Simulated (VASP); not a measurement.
The system is Tl.

```xyz
2
Lattice="3.5238 0.0000 0.0000 -1.7619 3.0517 0.0000 0.0000 0.0000 5.6334" Properties=species:S:1:pos:R:3 pbc="T T T"
Tl    1.7619    1.0172    4.2250
Tl    0.0000    2.0345    1.4083
```

Base run:

| Item | Value |
| --- | --- |
| Program | VASP 6.6.1 |
| Functional | PBE |
| Potentials or basis | VASP PAW PBE potentials, release 64 (Tl_d) |
| Cutoff | 520 eV |
| k mesh | 9 × 9 × 5 |
| Occupations | fermi-dirac, width 0.05 eV |
| Spin | no spin polarisation |

Its results: band gap on the k mesh zero (bands 13 and 14 overlap by 3.39 eV); pressure 1.2 GPa.

Task: The run is repeated on the same cell with these changes: functional from PBE to LDA; potentials or basis from VASP PAW PBE potentials, release 64 (Tl_d) to VASP PAW LDA potentials, release 64 (Tl_d). What comes out?

Result: Band gap on the k mesh zero (bands 13 and 14 overlap by 3.39 eV); pressure -3.2 GPa.

Caveats: spin-orbit coupling is left out, which moves the levels of the heavy elements; the cell stands under tension (at least some runs).
